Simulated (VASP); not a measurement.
# Zr3HC2 (P-3m1) in VASP: further runs

The runs below take Zr3HC2 through single point, with PBEsol.

Program: VASP 6.6.1. These are calculated values, not measurements. Logs are shortened: lines on timing, memory, paths and dates and some standing lists are left out, and cuts for length are marked.

**1. The cell of the first run**

It takes space group P-3m1 (No. 164, trigonal). Conventional cell: a = 3.360 Å, b = 3.360 Å, c = 8.024 Å, α = 90.00°, β = 90.00°, γ = 120.00°. Zr (site symmetry -3m) has 6 C at 2.40 Å and 12 Zr at 3.23 to 3.36 Å within 3.4 Å. Within 3.0 Å of Zr (site symmetry 3m) lie 3 C at 2.27 Å and 3 H at 2.41 Å. Within 3.4 Å of H (site symmetry -3m) lie 6 Zr at 2.41 Å and 6 C at 3.25 Å and 6 H at 3.36 Å. C (site symmetry 3m) has 6 Zr at 2.27 to 2.40 Å within 3.0 Å.

**2. Single point, PBEsol**

Input file INCAR:

```
PREC = Accurate
ENCUT = 520
EDIFF = 1E-6
ISMEAR = 0
SIGMA = 0.5
LREAL = F
LASPH = T
NELM = 80
ALGO = Normal
ISIF = 2
LWAVE = F
LCHARG = F
GGA = PS
NBANDS = 32
```

Input file KPOINTS:

```
regular mesh
0
Gamma
  8 8 3
```

Input file POSCAR:

```
Zr3HC2
1.0
    3.3595800000      0.0000000000      0.0000000000
   -1.6797900000      2.9094820000      0.0000000000
    0.0000000000      0.0000000000      8.0238460000
Zr H C
3 1 2
Direct
    0.0000000000      0.0000000000      0.5000000000
    0.3333333333      0.6666666667      0.1780850000
    0.6666666667      0.3333333333      0.8219150000
    0.0000000000      0.0000000000      0.0000000000
    0.3333333333      0.6666666667      0.6755830000
    0.6666666667      0.3333333333      0.3244170000
```

Potentials or basis: VASP PAW PBE potentials, release 64 (Zr_sv, H, C).

On the command line:

```console
cat potpaw_PBE.64/Zr_sv/POTCAR potpaw_PBE.64/H/POTCAR potpaw_PBE.64/C/POTCAR > POTCAR
mpirun -np 1 vasp_std > vasp.out
```

OUTCAR:

```text
PREC = Accurate
   ENCUT = 520
   EDIFF = 1E-6
   ISMEAR = 0
   LREAL = F
   LASPH = T
   NELM = 80
   ISIF = 2
   GGA = PS

 ion  position               nearest neighbor table
   1  0.000  0.000  0.500-   5 2.40   6 2.40   6 2.40   5 2.40   6 2.40   5 2.40   2 3.23   3 3.23
                             2 3.23   3 3.23   3 3.23   2 3.23
   2  0.333  0.667  0.178-   6 2.27   6 2.27   6 2.27   1 3.23   1 3.23   1 3.23   3 3.45   3 3.45
                             3 3.45
   3  0.667  0.333  0.822-   5 2.27   5 2.27   5 2.27   1 3.23   1 3.23   1 3.23   2 3.45   2 3.45
                             2 3.45
   4  0.000  0.000  0.000-
   5  0.333  0.667  0.676-   3 2.27   3 2.27   3 2.27   1 2.40   1 2.40   1 2.40
   6  0.667  0.333  0.324-   2 2.27   2 2.27   2 2.27   1 2.40   1 2.40   1 2.40

  LATTYP: Found a hexagonal cell.
 ALAT       =     3.3595800000
 C/A-ratio  =     2.3883479483

  Lattice vectors:

 A1 = (   3.3595800000,   0.0000000000,   0.0000000000)
 A2 = (  -1.6797900000,   2.9094820000,   0.0000000000)
 A3 = (   0.0000000000,   0.0000000000,   8.0238460000)

Analysis of symmetry for initial positions (statically):
=====================================================================
 Subroutine PRICEL returns:
 Original cell was already a primitive cell.

 Routine SETGRP: Setting up the symmetry group for a
 hexagonal supercell.

 Subroutine GETGRP returns: Found 12 space group operations
 (whereof 12 operations were pure point group operations)
 out of a pool of 24 trial point group operations.

The static configuration has the point symmetry D_3d.

Analysis of symmetry for dynamics (positions and initial velocities):
=====================================================================
 Subroutine PRICEL returns:
 Original cell was already a primitive cell.

 Routine SETGRP: Setting up the symmetry group for a
 hexagonal supercell.

 Subroutine GETGRP returns: Found 12 space group operations
 (whereof 12 operations were pure point group operations)
 out of a pool of 24 trial point group operations.

The dynamic configuration has the point symmetry D_3d.

 Subroutine INISYM returns: Found 12 space group operations
 (whereof 12 operations are pure point group operations),
 and found     1 'primitive' translations

----------------------------------------------------------------------------------------

[... 101 lines left out ...]
   EDIFFG = 0.1E-04   stopping-criterion for IOM
   NSW    =      0    number of steps for IOM
   IBRION =     -1    ionic relax: 0-MD 1-quasi-New 2-CG
   NFREE  =      0    steps in history (QN), initial steepest desc. (CG)
   ISIF   =      2    stress and relaxation
   ISYM   =      2    0-nonsym 1-usesym 2-fastsym
   POTIM  = 0.5000    time-step for ionic-motion
   TEBEG  =    0.0;   TEEND  =   0.0 temperature during run
   PSTRESS=    0.0 pullay stress
   NELECT =      45.0000    total number of electrons
   NUPDOWN=      -1.0000    fix difference up-down
   EMIN   =  10.00;   EMAX   =-10.00  energy-range for DOS
   EFERMI =   0.00;   METHOD = LEGACY
   ISMEAR =     0;   SIGMA  =   0.50  broadening in eV -4-tet -1-fermi 0-gaus
   EFERMI_NEDOS =   21; number of points for ismear=-14 and -15
   IALGO  =     38    algorithm
   IMIX   =      4    mixing-type and parameters
     AMIX     =   0.40;   BMIX     =  1.00
     AMIX_MAG =   1.60;   BMIX_MAG =  1.00
  volume/ion in A,a.u.               =      13.07        88.21
  Fermi-wavevector in a.u.,A,eV,Ry     =   1.360352  2.570692 25.178359  1.850557
  Thomas-Fermi vector in A             =   2.487021
   LORBIT       =      0    0 simple, 1 ext, 2 COOP (PROOUT), +10 PAW based schemes
   GGA     = PS    functional components
   LHFCALC =     F    Hartree Fock is set to
   AEXX    =    0.0000 exact exchange contribution
   IVDW    =     0    specifies the selected vdW correction
   LEPSILON=     F    determine dielectric tensor
   LRPA    =     F    only Hartree local field effects (RPA)
 non-spin polarized calculation
 Gauss-broadening in eV      SIGMA  =   0.50
  energy-cutoff  :      520.00
  volume of cell :       78.43
 maximum number of plane-waves:      2141
 NGX is ok and might be reduce to    28
   NGX = 13   NGY = 13   NGZ = 29

 number of electron      45.0000000 magnetization

 Free energy of the ion-electron system (eV)
  ---------------------------------------------------
  ext. energy  EPLUGINS =         0.00000000
  ---------------------------------------------------
  free energy    TOTEN  =       -54.84010519 eV

  energy without entropy =      -54.50397779  energy(sigma->0) =      -54.67204149

 E-fermi :   9.2564     XC(G=0): -11.8671

 val. band max:        9.2488730848   @ k =   0.3750   0.1250   0.0000
 cond. band min:       9.2612699492   @ k =   0.2500  -0.0000   0.0000
 fundamental gap:      0.0123968645
 Fermi energy:         9.2564408588

 k-point     1 :       0.0000    0.0000    0.0000
  band No.  band energies     occupation
      1     -39.1771      2.00000
      2     -39.1354      2.00000
      3     -38.9542      2.00000
      4     -17.5713      2.00000
      5     -17.4854      2.00000
      6     -17.0264      2.00000
[... 829 lines left out ...]
     31      14.4089      0.00000
     32      14.9925      0.00000

 [... further k-points ...]

------------------------ aborting loop because EDIFF is reached ----------------------------------------

  FORCE on cell =-STRESS in cart. coord.  units (eV):
  Direction    XX          YY          ZZ          XY          YZ          ZX
  --------------------------------------------------------------------------------------
  -------------------------------------------------------------------------------------
  Total       -3.1688123     -3.1688131     -2.7338100      0.0000000      0.0000000      0.0000000
  in kB      -64.7327183    -64.7327350    -55.8464614      0.0000000      0.0000000      0.0000000
  external PRESSURE =     -61.7706382 kB  Pullay stress =       0.0000000 kB

 VOLUME and BASIS-vectors are now :
 -----------------------------------------------------------------------------
  energy-cutoff  :      520.00
  volume of cell :       78.43
      direct lattice vectors                 reciprocal lattice vectors
     3.359580000  0.000000000  0.000000000     0.297656255  0.171851897  0.000000000
    -1.679790000  2.909482000  0.000000000     0.000000000  0.343703793  0.000000000
     0.000000000  0.000000000  8.023846000     0.000000000  0.000000000  0.124628514

 POSITION                                       TOTAL-FORCE (eV/Angst)
 -----------------------------------------------------------------------------------
      0.00000      0.00000      4.01192        -0.000000      0.000000      0.000000
     -0.00000      1.93965      1.42893        -0.000000     -0.000000      0.345020
      1.67979      0.96983      6.59492        -0.000000      0.000000     -0.345020
      0.00000      0.00000      0.00000        -0.000000      0.000000      0.000000
     -0.00000      1.93965      5.42077        -0.000000     -0.000000     -0.043599
      1.67979      0.96983      2.60307         0.000000      0.000000      0.043599
 -----------------------------------------------------------------------------------
    total drift:                                0.000000     -0.000000      0.000000

  FREE ENERGIE OF THE ION-ELECTRON SYSTEM (eV)
  ---------------------------------------------------
  free  energy   TOTEN  =       -54.8401051854 eV

  energy  without entropy=      -54.5039777913  energy(sigma->0) =      -54.67204149
```

OSZICAR:

```text
N       E                     dE             d eps       ncg     rms          rms(c)
DAV:   1     0.388012124797E+03    0.38801E+03   -0.23152E+04  1600   0.138E+03
DAV:   2    -0.293627558770E+02   -0.41737E+03   -0.40095E+03  1856   0.401E+02
DAV:   3    -0.617816582231E+02   -0.32419E+02   -0.32031E+02  2752   0.882E+01
DAV:   4    -0.634112472511E+02   -0.16296E+01   -0.16261E+01  2248   0.190E+01
DAV:   5    -0.634725879418E+02   -0.61341E-01   -0.61336E-01  2328   0.310E+00    0.334E+01
DAV:   6    -0.553223382532E+02    0.81502E+01   -0.55086E+01  1912   0.303E+01    0.129E+01
DAV:   7    -0.549843619883E+02    0.33798E+00   -0.74871E+00  2216   0.124E+01    0.755E+00
DAV:   8    -0.548554899912E+02    0.12887E+00   -0.13269E+00  2000   0.632E+00    0.266E+00
DAV:   9    -0.548401369184E+02    0.15353E-01   -0.14159E-01  2264   0.214E+00    0.706E-01
DAV:  10    -0.548412706828E+02   -0.11338E-02   -0.39249E-02  2112   0.109E+00    0.312E-01
DAV:  11    -0.548402303773E+02    0.10403E-02   -0.46902E-03  2072   0.438E-01    0.140E-01
DAV:  12    -0.548401069199E+02    0.12346E-03   -0.13998E-03  2344   0.197E-01    0.419E-02
DAV:  13    -0.548401045502E+02    0.23697E-05   -0.66516E-05  2184   0.507E-02    0.984E-03
DAV:  14    -0.548401051854E+02   -0.63521E-06   -0.70386E-06  2104   0.204E-02
   1 F= -.54840105E+02 E0= -.54672041E+02  d E =-.336127E+00
```

It took 47 s on 1 thread of Intel Xeon Platinum 8559C (Emerald Rapids), shared host; peak memory 0.22 GiB.

Results:

- Free energy: -54.8401 eV
- Pressure: -6.2 GPa
- Largest force: 0.345 eV/Å
- Band gap on the k mesh: zero (an odd number of electrons rules out a gap without spin polarisation)

Forces on the atoms (eV/Å):
```
Zr   0.000  0.000  0.000
Zr   0.000  0.000  0.345
Zr   0.000  0.000 -0.345
H    0.000  0.000  0.000
C    0.000  0.000 -0.044
C    0.000  0.000  0.044
```

Stress tensor (GPa, compression positive):
```
-6.47  0.00  0.00
 0.00 -6.47  0.00
 0.00  0.00 -5.58
```

Caveat: the cell stands under tension; so wide a smearing shifts energies and pressures; the PAW data sets were made with another functional, which shifts forces and pressure a little; an odd number of electrons without spin polarisation forces a metal; a magnetic or distorted state may lie lower.

**3. Single point, PBEsol**

Input file INCAR:

```
PREC = Accurate
ENCUT = 520
EDIFF = 1E-6
ISMEAR = 0
SIGMA = 0.3
LREAL = False
LASPH = True
NELM = 100
ALGO = Normal
ISIF = 2
LWAVE = False
LCHARG = True
GGA = PS
LELF = True
LVHAR = True
NBANDS = 32
```

KPOINTS is that of step 2.

POSCAR is that of step 2.

Potentials or basis: VASP PAW PBE potentials, release 64 (Zr_sv, H, C).

On the command line:

```console
cat potpaw_PBE.64/Zr_sv/POTCAR potpaw_PBE.64/H/POTCAR potpaw_PBE.64/C/POTCAR > POTCAR
mpirun -np 1 vasp_std > vasp.out
```

Run time: 56 s. Hardware: 1 thread of Intel Xeon Platinum 8559C (Emerald Rapids), shared host; peak memory 0.22 GiB.

Results (log left out):

```yaml
Free_energy: -54.7259 eV
Pressure: -6.3 GPa
Largest_force: 0.350 eV/Å
Band_gap_on_the_k_mesh: zero (an odd number of electrons rules out a gap without spin polarisation)
```

Forces in eV/Å, atoms in the order of the input:
```
Zr   0.000  0.000  0.000
Zr   0.000  0.000  0.350
Zr   0.000  0.000 -0.350
H    0.000  0.000  0.000
C    0.000  0.000 -0.045
C    0.000  0.000  0.045
```

Stress tensor (GPa, compression positive):
```
-6.57  0.00  0.00
 0.00 -6.57  0.00
 0.00  0.00 -5.89
```

Levels at points of the mesh, in eV from the Fermi level:
```csv
k point,band 19,band 20,band 21,band 22,band 23,band 24,band 25,band 26,band 27,band 28
"(0.00, 0.00, 0.00)",-2.93,-1.96,-1.96,0.63,0.63,1.04,2.62,2.62,2.71,2.71
"(0.50, 0.00, 0.00)",-2.79,-2.31,-2.02,-1.79,0.18,1.98,3.03,3.08,3.78,3.98
```

Caveat: the cell stands under tension; so wide a smearing shifts energies and pressures; the PAW data sets were made with another functional, which shifts forces and pressure a little; an odd number of electrons without spin polarisation forces a metal; a magnetic or distorted state may lie lower.

[end of part 1 of 2]

The gap in the log of VASP goes by the Fermi energy; the results here count the filled bands.